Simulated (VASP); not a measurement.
# CoO (R3m) in VASP: a series of runs

Runs on CoO. Level: LDA. Tasks: single point.

Program: VASP 6.6.1. These are calculated values, not measurements. Logs are shortened: lines on timing, memory, paths and dates and some standing lists are left out, and cuts for length are marked.

### Step 1. The cell of the first run

It takes space group R3m (No. 160, trigonal). The conventional cell has a = 3.139 Å, b = 3.139 Å, c = 7.542 Å, α = 90.00°, β = 90.00°, γ = 120.00°. Within 2.5 Å of Co (site symmetry 3m) lie 4 O at 1.87 to 1.92 Å. Within 2.5 Å of O (site symmetry 3m) lie 4 Co at 1.87 to 1.92 Å.

### Step 2. Single point, LDA, collinear spin, ferromagnetic start

Contents of INCAR:

```
PREC     = Accurate       # precision mode
ENCUT    = 520            # plane-wave cutoff, eV
EDIFF    = 1E-6           # SCF threshold, eV
ISMEAR   = -1             # smearing method
SIGMA    = 0.05           # smearing width, eV
LREAL    = False          # projectors in reciprocal space
LASPH    = True           # aspherical terms in the spheres
NELM     = 150            # most SCF steps
ALGO     = Normal         # electronic algorithm
ISIF     = 2              # what is computed and relaxed
LWAVE    = False          # write WAVECAR
LCHARG   = False          # write CHGCAR
ISPIN    = 2              # spin polarisation
MAGMOM   = 2 0            # initial moments
LORBIT   = 11             # projections on sites
LMAXMIX  = 4              # l up to which the mixer works
GGA      = CA             # functional
NBANDS   = 18             # bands
```

Contents of KPOINTS:

```
regular mesh
0
Gamma
  10 10 10
```

Contents of POSCAR:

```
CoO
1.0
    1.5695123000      0.9061583489      2.5140792326
   -1.5695123000      0.9061583489      2.5140792326
    0.0000000000     -1.8123166978      2.5140792326
Co O
1 1
Direct
    0.9989783200      0.9989783200      0.9989783200
    0.7510210300      0.7510210300      0.7510210300
```

Potentials or basis: VASP PAW LDA potentials, release 64 (Co, O).

Launch:

```console
$ cat potpaw_LDA.64/Co/POTCAR potpaw_LDA.64/O/POTCAR > POTCAR
$ mpirun -np 1 vasp_std > vasp.out
```

OUTCAR:

```text
PREC = Accurate
   ENCUT = 520
   EDIFF = 1E-6
   ISMEAR = -1
   LREAL = False
   LASPH = True
   NELM = 150
   ISIF = 2
   ISPIN = 2
   LORBIT = 11
   GGA = CA

 ion  position               nearest neighbor table
   1  0.999  0.999  0.999-   2 1.87   2 1.92   2 1.92   2 1.92
   2  0.751  0.751  0.751-   1 1.87   1 1.92   1 1.92   1 1.92

  LATTYP: Found a trigonal (rhomboedric) cell.
 ALAT       =     3.0992073504
 COS(alpha) =     0.4870699110

  Lattice vectors:

 A1 = (   1.5695123000,   0.9061583489,   2.5140792326)
 A2 = (  -1.5695123000,   0.9061583489,   2.5140792326)
 A3 = (   0.0000000000,  -1.8123166978,   2.5140792326)

Analysis of symmetry for initial positions (statically):
=====================================================================
 Subroutine PRICEL returns:
 Original cell was already a primitive cell.

 Routine SETGRP: Setting up the symmetry group for a
 trigonal (rhombohedral) supercell.

 Subroutine GETGRP returns: Found  6 space group operations
 (whereof  6 operations were pure point group operations)
 out of a pool of 12 trial point group operations.

The static configuration has the point symmetry C_3v.

Analysis of symmetry for dynamics (positions and initial velocities):
=====================================================================
 Subroutine PRICEL returns:
 Original cell was already a primitive cell.

 Routine SETGRP: Setting up the symmetry group for a
 trigonal (rhombohedral) supercell.

 Subroutine GETGRP returns: Found  6 space group operations
 (whereof  6 operations were pure point group operations)
 out of a pool of 12 trial point group operations.

The dynamic configuration has the point symmetry C_3v.

Analysis of structural, dynamic, and magnetic symmetry:
=====================================================================
 Subroutine PRICEL returns:
 Original cell was already a primitive cell.

 Routine SETGRP: Setting up the symmetry group for a
 trigonal (rhombohedral) supercell.

 Subroutine GETGRP returns: Found  6 space group operations
 (whereof  6 operations were pure point group operations)
 out of a pool of 12 trial point group operations.

The overall configuration has the point symmetry C_3v.

 Subroutine INISYM returns: Found  6 space group operations
 (whereof  6 operations are pure point group operations),
 and found     1 'primitive' translations

----------------------------------------------------------------------------------------

                                     Primitive cell

  volume of cell :      21.4535

  direct lattice vectors                    reciprocal lattice vectors
     1.569512300  0.906158349  2.514079233     0.318570297  0.183926647  0.132586646
    -1.569512300  0.906158349  2.514079233    -0.318570297  0.183926647  0.132586646
     0.000000000 -1.812316698  2.514079233     0.000000000 -0.367853294  0.132586646

  length of vectors
     3.099207350  3.099207350  3.099207350     0.391018241  0.391018241  0.391018241

  position of ions in fractional coordinates (direct lattice)
     0.998978320  0.998978320  0.998978320
     0.751021030  0.751021030  0.751021030

  ion indices of the primitive-cell ions
   primitive index   ion index
                 1           1
                 2           2

----------------------------------------------------------------------------------------

 KPOINTS: regular mesh

Automatic generation of k-mesh.
 Grid dimensions read from file:
 generate k-points for:   10   10   10

 Generating k-lattice:

  Cartesian coordinates                     Fractional coordinates (reciprocal lattice)
     0.031857030  0.018392665  0.013258665     0.100000000 -0.000000000  0.000000000
    -0.031857030  0.018392665  0.013258665    -0.000000000  0.100000000  0.000000000
     0.000000000 -0.036785329  0.013258665     0.000000000  0.000000000  0.100000000

  Length of vectors
     0.039101824  0.039101824  0.039101824

  Shift w.r.t. Gamma in fractional coordinates (k-lattice)
     0.000000000  0.000000000  0.000000000

 Subroutine IBZKPT returns following result:
 ===========================================

 Found    116 irreducible k-points:

 Following reciprocal coordinates:
            Coordinates               Weight
  0.000000  0.000000  0.000000      1.000000
  0.100000  0.000000  0.000000      6.000000
  0.200000  0.000000  0.000000      6.000000
  0.300000  0.000000  0.000000      6.000000
  0.400000 -0.000000  0.000000      6.000000
  0.500000  0.000000 -0.000000      3.000000
[... 16 lines left out ...]
  0.300000  0.300000  0.000000      6.000000
  0.400000  0.300000  0.000000     12.000000
 [... further k-points ...]
   k-points           NKPTS =    116   k-points in BZ     NKDIM =    116   number of bands    NBANDS=     18
   number of dos      NEDOS =    301   number of ions     NIONS =      2
   total plane-waves  NPLWV =  13824
   dimension x,y,z NGX =    24 NGY =   24 NGZ =   24
   dimension x,y,z NGXF=    48 NGYF=   48 NGZF=   48
   ions per type =               1   1
   NGX,Y,Z   is equivalent  to a cutoff of  12.87, 12.87, 12.87 a.u.
   NGXF,Y,Z  is equivalent  to a cutoff of  25.75, 25.75, 25.75 a.u.
 SYSTEM =  unknown system
   PREC   = accura    normal or accurate (medium, high low for compatibility)
   ISTART =      0    job   : 0-new  1-cont  2-samecut
   ICHARG =      2    charge: 1-file 2-atom 10-const
   ISPIN  =      2    spin polarized calculation?
   LNONCOLLINEAR =      F non collinear calculations
   LSORBIT =      F    spin-orbit coupling
   LASPH  =      T    aspherical Exc in radial PAW
   ENCUT  =  520.0 eV  38.22 Ry    6.18 a.u.   5.76  5.76  5.76*2*pi/ulx,y,z
   NELM   =    150;   NELMIN=  2; NELMDL= -5     # of ELM steps
   EDIFF  = 0.1E-05   stopping-criterion for ELM
   LREAL  =      F    real-space projection
   EDIFFG = 0.1E-04   stopping-criterion for IOM
   NSW    =      0    number of steps for IOM
   IBRION =     -1    ionic relax: 0-MD 1-quasi-New 2-CG
   NFREE  =      0    steps in history (QN), initial steepest desc. (CG)
   ISIF   =      2    stress and relaxation
   ISYM   =      2    0-nonsym 1-usesym 2-fastsym
   POTIM  = 0.5000    time-step for ionic-motion
   TEBEG  =    0.0;   TEEND  =   0.0 temperature during run
   PSTRESS=    0.0 pullay stress
   NELECT =      15.0000    total number of electrons
   NUPDOWN=      -1.0000    fix difference up-down
   EMIN   =  10.00;   EMAX   =-10.00  energy-range for DOS
   EFERMI =   0.00;   METHOD = LEGACY
   ISMEAR =    -1;   SIGMA  =   0.05  broadening in eV -4-tet -1-fermi 0-gaus
   EFERMI_NEDOS =   21; number of points for ismear=-14 and -15
   IALGO  =     38    algorithm
   IMIX   =      4    mixing-type and parameters
     AMIX     =   0.40;   BMIX     =  1.00
     AMIX_MAG =   1.60;   BMIX_MAG =  1.00
  volume/ion in A,a.u.               =      10.73        72.39
  Fermi-wavevector in a.u.,A,eV,Ry     =   1.453022  2.745814 28.725619  2.111273
  Thomas-Fermi vector in A             =   2.570337
   LORBIT       =     11    0 simple, 1 ext, 2 COOP (PROOUT), +10 PAW based schemes
   GGA     = CA    functional components
   LHFCALC =     F    Hartree Fock is set to
   AEXX    =    0.0000 exact exchange contribution
   IVDW    =     0    specifies the selected vdW correction
   LEPSILON=     F    determine dielectric tensor
   LRPA    =     F    only Hartree local field effects (RPA)
 spin polarized calculation
  energy-cutoff  :      520.00
  volume of cell :       21.45
 maximum number of plane-waves:       588
   NGX = 11   NGY = 11   NGZ = 11

 number of electron      14.9999993 magnetization       1.7197266

 Free energy of the ion-electron system (eV)
  ---------------------------------------------------
  ext. energy  EPLUGINS =         0.00000000
  ---------------------------------------------------
  free energy    TOTEN  =       -15.11161119 eV

  energy without entropy =      -15.09453449  energy(sigma->0) =      -15.10307284

 E-fermi :   6.3782     XC(G=0): -12.0861

 val. band max:        6.3772823900   @ k =   0.4000   0.4000   0.4000
 cond. band min:       6.3795679400   @ k =   0.3000   0.2000  -0.0000
 fundamental gap:      0.0022855500
 Fermi energy:         6.3782015524

 spin component 1

 k-point     1 :       0.0000    0.0000    0.0000
  band No.  band energies     occupation
      1     -13.9257      1.00000
      2      -0.0751      1.00000
      3      -0.0099      1.00000
      4      -0.0099      1.00000
      5       4.5433      1.00000
      6       4.5433      1.00000
[... 10 lines left out ...]
     17      27.5733      0.00000
     18      29.8422      0.00000
[... 463 lines left out ...]
 k-point    24 :       0.4000    0.3000    0.0000
  band No.  band energies     occupation
      1     -13.1584      1.00000
      2      -1.1143      1.00000
      3       0.5194      1.00000
      4       0.5314      1.00000
      5       3.8066      1.00000
      6       4.8200      1.00000
[... 10 lines left out ...]
     17      33.9471      0.00000
     18      35.8904      0.00000

 [... further k-points ...]

 spin component 2

 k-point     1 :       0.0000    0.0000    0.0000
  band No.  band energies     occupation
      1     -13.6403      1.00000
      2       0.5550      1.00000
      3       0.6348      1.00000
      4       0.6348      1.00000
      5       5.6723      1.00000
      6       5.6723      1.00000
[... 10 lines left out ...]
     17      27.8624      0.00000
     18      30.1739      0.00000
[... 463 lines left out ...]
 k-point    24 :       0.4000    0.3000    0.0000
  band No.  band energies     occupation
      1     -12.8536      1.00000
      2      -0.7289      1.00000
      3       0.9977      1.00000
      4       1.0287      1.00000
      5       4.9780      1.00000
      6       5.9944      0.99954
[... 10 lines left out ...]
     17      34.2187      0.00000
     18      36.1802      0.00000

 [... further k-points ...]
[... 5 lines left out ...]
  --------------------------------------------------------------------------------------
  -------------------------------------------------------------------------------------
  Total       -2.2321796     -2.2321796     -1.5898317      0.0000000      0.0000000      0.0000000
  in kB     -166.7019530   -166.7019530   -118.7306141      0.0000000      0.0000000      0.0000000
  external PRESSURE =    -150.7115067 kB  Pullay stress =       0.0000000 kB

 VOLUME and BASIS-vectors are now :
 -----------------------------------------------------------------------------
  energy-cutoff  :      520.00
  volume of cell :       21.45
      direct lattice vectors                 reciprocal lattice vectors
     1.569512300  0.906158349  2.514079233     0.318570297  0.183926647  0.132586646
    -1.569512300  0.906158349  2.514079233    -0.318570297  0.183926647  0.132586646
     0.000000000 -1.812316698  2.514079233     0.000000000 -0.367853294  0.132586646

 POSITION                                       TOTAL-FORCE (eV/Angst)
 -----------------------------------------------------------------------------------
      0.00000      0.00000      7.53453         0.000000      0.000000      0.292422
      0.00000      0.00000      5.66438         0.000000      0.000000     -0.292422
 -----------------------------------------------------------------------------------
    total drift:                               -0.000000      0.000000     -0.000065

  FREE ENERGIE OF THE ION-ELECTRON SYSTEM (eV)
  ---------------------------------------------------
  free  energy   TOTEN  =       -15.1116111930 eV

  energy  without entropy=      -15.0945344925  energy(sigma->0) =      -15.10307284

 total charge

# of ion       s       p       d       tot
------------------------------------------
    1        0.365   0.499   7.320   8.183
    2        1.544   3.407   0.000   4.951
--------------------------------------------------
tot          1.909   3.905   7.320  13.134

 magnetization (x)

# of ion       s       p       d       tot
------------------------------------------
    1        0.007   0.037   1.474   1.518
    2        0.014   0.145   0.000   0.160
--------------------------------------------------
tot          0.021   0.182   1.474   1.678
```

Run time: 1.7 min. Hardware: 1 thread of Intel Xeon 8259CL, shared host; peak memory 0.19 GiB.

Results:

| Item | Value |
| --- | --- |
| Free energy | -15.1116 eV |
| Pressure | -15.1 GPa |
| Largest force | 0.292 eV/Å |
| Net moment | 1.72 μB per cell |
| Site moments | Co +1.52; O +0.16 μB |
| Valence electrons inside the program's atomic spheres | Co 8.18; O 4.95 |

Forces in eV/Å, atoms in the order of the input:
```
Co   0.000  0.000  0.292
O    0.000  0.000 -0.292
```

Caveat: the cell stands under tension; a cell with one magnetic atom can't hold antiferromagnetic order, which such compounds often take; semilocal functionals often make such compounds metallic where correlation or magnetic order opens a gap, which also shifts bond lengths.

### Step 3. Single point, LDA, collinear spin, ferromagnetic start

This run uses another cell than the first one, of 10.96 Å³/atom.

Contents of INCAR:

```
ALGO     = Normal         # electronic algorithm
EDIFF    = 1E-6           # SCF threshold, eV
ENCUT    = 520            # plane-wave cutoff, eV
ISIF     = 2              # what is computed and relaxed
ISMEAR   = -1             # smearing method
ISPIN    = 2              # spin polarisation
LASPH    = True           # aspherical terms in the spheres
LCHARG   = False          # write CHGCAR
LMAXMIX  = 4              # l up to which the mixer works
LORBIT   = 11             # projections on sites
LREAL    = False          # projectors in reciprocal space
LWAVE    = False          # write WAVECAR
MAGMOM   = 2 0            # initial moments
NBANDS   = 18             # bands
NELM     = 150            # most SCF steps
PREC     = Accurate       # precision mode
SIGMA    = 0.05           # smearing width, eV
```

Contents of KPOINTS:

```
k-points
0
Gamma
  10 10 10
```

Contents of POSCAR:

```
CoO
1.0
    1.5805655677      0.9125399560      2.5317845992
   -1.5805655677      0.9125399560      2.5317845992
    0.0000000000     -1.8250799120      2.5317845992
Co O
1 1
Direct
    0.9989783200      0.9989783200      0.9989783200
    0.7510210300      0.7510210300      0.7510210300
```

Potentials or basis: VASP PAW LDA potentials, release 64 (Co, O).

Launch:

```console
$ cat potpaw_LDA.64/Co/POTCAR potpaw_LDA.64/O/POTCAR > POTCAR
$ mpirun -np 1 vasp_std > vasp.out
```

Wall time 1.9 min (1 thread of Intel Xeon 8259CL, shared host); peak memory 0.19 GiB.

Results (log left out):

```yaml
Free_energy: -15.0662 eV
Pressure: -17.0 GPa
Largest_force: 0.249 eV/Å
Net_moment: 1.83 μB per cell
Site_moments: Co +1.62; O +0.17 μB
Valence_electrons_inside_the_program's_atomic_spheres: Co 8.14; O 4.94
```

Forces on the atoms (eV/Å):
```
Co   0.000  0.000  0.249
O    0.000  0.000 -0.249
```

Stress tensor (GPa, compression positive):
```
-18.48   0.00   0.00
  0.00 -18.48   0.00
  0.00   0.00 -14.13
```

Levels at points of the mesh, in eV from the Fermi level:
Spin up:
```
           k point  band 5  band 6  band 7  band 8  band 9  band 10  band 11  band 12  band 13  band 14
(0.00, 0.00, 0.00)   -1.83   -1.83    0.37    0.78    0.78     0.92    14.30    14.30    14.90    20.53
(0.50, 0.00, 0.00)   -1.88   -1.71   -1.71   -0.06   -0.01     5.96     7.17    13.90    14.25    17.94
(0.50, 0.50, 0.00)   -2.69   -1.47   -1.25   -1.17   -1.12     5.57    10.25    11.40    14.50    14.82
(0.50, 0.50, 0.50)   -1.97   -1.72   -1.72   -0.18   -0.18     5.91     7.51    13.80    13.80    17.66
```
Spin down:
| k point | band 5 | band 6 | band 7 | band 8 | band 9 | band 10 |
| --- | --- | --- | --- | --- | --- | --- |
| (0.00, 0.00, 0.00) | -0.62 | -0.62 | 0.64 | 2.15 | 2.15 | 2.25 |
| (0.50, 0.00, 0.00) | -0.44 | -0.42 | -0.29 | 1.28 | 1.31 | 6.23 |
| (0.50, 0.50, 0.00) | -1.37 | -0.21 | -0.08 | 0.35 | 0.43 | 6.19 |
| (0.50, 0.50, 0.50) | -0.45 | -0.42 | -0.42 | 1.16 | 1.16 | 6.18 |

Caveat: the cell stands under tension; a cell with one magnetic atom can't hold antiferromagnetic order, which such compounds often take; semilocal functionals often make such compounds metallic where correlation or magnetic order opens a gap, which also shifts bond lengths.

### Step 4. Single point, LDA, collinear spin, ferromagnetic start

This run uses another cell than the first one, of 11.18 Å³/atom.

Contents of INCAR:

```
PREC = Accurate
ENCUT = 520
EDIFF = 1E-7
ISMEAR = -1
SIGMA = 0.05
LREAL = False
LASPH = True
NELM = 150
ALGO = Normal
ISIF = 2
LWAVE = False
LCHARG = False
ISPIN = 2
MAGMOM = 2 0
LORBIT = 11
LMAXMIX = 4
GGA = CA
NBANDS = 18
```

Contents of KPOINTS:

```
regular mesh
0
Gamma
  10 10 10
```

Contents of POSCAR:

```
CoO
1.0
    1.5914663644      0.9188335339      2.5492457344
   -1.5914663644      0.9188335339      2.5492457344
    0.0000000000     -1.8376670678      2.5492457344
Co O
1 1
Direct
    0.9989783200      0.9989783200      0.9989783200
    0.7510210300      0.7510210300      0.7510210300
```

Launch:

```console
$ cat potpaw_LDA.64/Co/POTCAR potpaw_LDA.64/O/POTCAR > POTCAR
$ mpirun -np 1 vasp_std > vasp.out
```

Run time: 2.3 min. Hardware: 1 thread of Intel Xeon 8259CL, shared host; peak memory 0.19 GiB.

Results (log left out):

* Free energy: -15.0176 eV
* Pressure: -16.9 GPa
* Largest force: 0.222 eV/Å
* Net moment: 2.20 μB per cell
* Site moments: Co +1.91; O +0.22 μB
* Valence electrons inside the program's atomic spheres: Co 8.08; O 4.94

Forces in eV/Å, atoms in the order of the input:
```
Co   0.000  0.000  0.222
O    0.000  0.000 -0.222
```

Stress tensor (GPa, compression positive):
```
-18.38   0.00   0.00
  0.00 -18.38   0.00
  0.00   0.00 -14.01
```

Levels at points of the mesh, in eV from the Fermi level:
Spin up:
| k point | band 5 | band 6 | band 7 | band 8 | band 9 | band 10 | band 11 | band 12 | band 13 | band 14 |
| --- | --- | --- | --- | --- | --- | --- | --- | --- | --- | --- |
| (0.00, 0.00, 0.00) | -1.97 | -1.97 | 0.31 | 0.64 | 0.64 | 0.78 | 14.11 | 14.11 | 14.70 | 20.34 |
| (0.50, 0.00, 0.00) | -2.01 | -1.86 | -1.86 | -0.18 | -0.13 | 5.85 | 7.07 | 13.71 | 14.06 | 17.71 |
| (0.50, 0.50, 0.00) | -2.77 | -1.63 | -1.39 | -1.31 | -1.25 | 5.45 | 10.08 | 11.21 | 14.28 | 14.60 |
| (0.50, 0.50, 0.50) | -2.10 | -1.87 | -1.87 | -0.31 | -0.31 | 5.80 | 7.40 | 13.61 | 13.61 | 17.43 |
Spin down:
| k point | band 2 | band 3 | band 4 | band 5 | band 6 | band 7 | band 8 | band 9 | band 10 | band 11 |
| --- | --- | --- | --- | --- | --- | --- | --- | --- | --- | --- |
| (0.00, 0.00, 0.00) | -5.38 | -5.30 | -5.30 | -0.49 | -0.49 | 0.65 | 2.23 | 2.23 | 2.33 | 14.48 |
| (0.50, 0.00, 0.00) | -6.77 | -5.09 | -5.07 | -0.32 | -0.30 | -0.17 | 1.38 | 1.41 | 6.18 | 7.59 |
| (0.50, 0.50, 0.00) | -6.83 | -4.78 | -4.74 | -1.22 | -0.10 | 0.02 | 0.47 | 0.55 | 6.17 | 10.55 |
| (0.50, 0.50, 0.50) | -6.73 | -5.01 | -5.01 | -0.32 | -0.30 | -0.30 | 1.26 | 1.26 | 6.14 | 7.94 |

Caveat: the cell stands under tension; a cell with one magnetic atom can't hold antiferromagnetic order, which such compounds often take; semilocal functionals often make such compounds metallic where correlation or magnetic order opens a gap, which also shifts bond lengths. With open d or f shells a metallic result of LDA can be an artefact of self-interaction; +U or a hybrid may open a gap.

(Part 1 of 2 ends here.)
